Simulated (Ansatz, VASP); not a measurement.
## CaO in VASP and in Ansatz

```
Ca O
1.0
     2.94756   -2.94755    0.00000
     2.94756    2.94755    0.00000
     0.00000    0.00000    6.39160
Ca O
4 4
Direct
  0.75000 0.25000 0.89652
  0.25000 0.75000 0.10348
  0.75000 0.25000 0.39652
  0.25000 0.75000 0.60348
  0.24999 0.25001 0.25000
  0.75001 0.74999 0.75000
  0.25001 0.24999 0.75000
  0.74999 0.75001 0.25000
```

Alike in both runs: functional r2SCAN; k mesh 6 × 6 × 4; occupations gaussian, width 0.02 eV; no spin polarisation.

Ansatz relaxed the structure, and its values are those at the end. VASP's run is a single point on that final structure, the one shown.

|  | VASP | Ansatz |
| --- | --- | --- |
| version | VASP 6.6.1 | Ansatz 0.2.0 |
| potentials or method | VASP PAW PBE potentials, release 64 (Ca_sv, O), cutoff 520 eV | scalar-relativistic, plane waves, PAW |
| valence electrons in the cell | 64 | 64 |

|  | VASP | Ansatz | Ansatz less VASP |
| --- | --- | --- | --- |
| gap on the k mesh at the Fermi level (eV) | 4.06 | 4.07 | +0.010 |
| least direct gap on the mesh (eV) | 4.20 | 4.21 | +0.012 |
| pressure (GPa) | 1.1 | 0.0 | -1.14 |
| rms of the force components (eV/Å) | 0.044 | 0.000 | -0.0440 |

VASP's potentials were made for PBE, not for r2SCAN.
